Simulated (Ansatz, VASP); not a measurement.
## TaBiO in VASP and in Ansatz

INCAR

```
PREC     = Accurate       # precision mode
ENCUT    = 600            # plane-wave cutoff, eV
EDIFF    = 1E-6           # SCF threshold, eV
ISMEAR   = 0              # smearing method
SIGMA    = 0.15           # smearing width, eV
LREAL    = False          # projectors in reciprocal space
LASPH    = True           # aspherical terms in the spheres
NELM     = 100            # most SCF steps
ALGO     = Normal         # electronic algorithm
ISIF     = 3              # what is computed and relaxed
LWAVE    = False          # write WAVECAR
LCHARG   = False          # write CHGCAR
GGA      = PE             # functional
IBRION   = 2              # ionic algorithm
NSW      = 36             # ionic steps
EDIFFG   = -0.08          # ionic threshold
```

File KPOINTS:

```
Automatic mesh
0
Gamma
  3 3 2
```

Contents of POSCAR:

```
TaBiO
1.0
    3.7500000000      0.0000000000      0.0000000000
    0.0000000000      3.7500000000      0.0000000000
    0.0000000000      0.0000000000      7.7200000000
Ta Bi O
2 2 2
Direct
    0.0000000000      0.5000000000      0.8400000000
    0.5000000000      0.0000000000      0.1600000000
    0.5000000000      0.0000000000      0.6400000000
    0.0000000000      0.5000000000      0.3600000000
    0.5000000000      0.5000000000      0.0000000000
    0.0000000000      0.0000000000      0.0000000000
```

Input for Ansatz:

```yaml
crystal:
  lattice:
    - [3.75, 0.0, 0.0]
    - [0.0, 3.75, 0.0]
    - [0.0, 0.0, 7.72]
  atoms:
    - { symbol: Ta, position: [0.0, 0.5, 0.84] }
    - { symbol: Ta, position: [0.5, 0.0, 0.16] }
    - { symbol: Bi, position: [0.5, 0.0, 0.64] }
    - { symbol: Bi, position: [0.0, 0.5, 0.36] }
    - { symbol: O, position: [0.5, 0.5, 0.0] }
    - { symbol: O, position: [0.0, 0.0, 0.0] }
basis:
  ecutwfc: 420
kpoints:
  mp_grid: { grid: [3, 3, 2] }
hamiltonian:
  xc: pbe
scf:
  occupations: { method: gaussian, width: 0.15 }
  lower_state_search: "off"
output:
  forces: true
  stress: true
  eigenvalues: true
relax:
  adjacent_minimum: "off"
  f_tol: 0.08
  max_steps: 16
  cell: { stress_tol: 0.8 }
```

Alike in both runs: task relaxation of cell and atoms; functional PBE; k mesh 3 × 3 × 2; occupations gaussian, width 0.15 eV; no spin polarisation.

|  | VASP | Ansatz |
| --- | --- | --- |
| version | VASP 6.6.1 | Ansatz 0.2.0 |
| potentials or method | VASP PAW PBE potentials, release 64 (Ta_pv, Bi_d, O), cutoff 600 eV | scalar-relativistic, plane waves, PAW |
| valence electrons in the cell | 64 | 68 |

Ansatz gave:

| Quantity | Value |
| --- | --- |
| gap on the k mesh at the Fermi level, each at its own relaxed structure (eV) | none |
| relaxed volume (Å³/atom) | 20.12 |
| relaxed cell length with the largest relative difference (Å) | 10.072 |

Task: Estimate VASP's values.

Result: gap on the k mesh at the Fermi level, each at its own relaxed structure (eV): none; relaxed volume (Å³/atom): 19.79; relaxed cell length with the largest relative difference (Å): 9.890.

A gap of «none» marks a metal or a gap that the smearing closes. VASP's potentials hold 64 valence electrons a cell and Ansatz's 68, so a difference there can come from the potentials and not from the codes.

The k mesh is coarse, so the values compare programs but aren't converged. Neither program's run includes spin-orbit coupling.
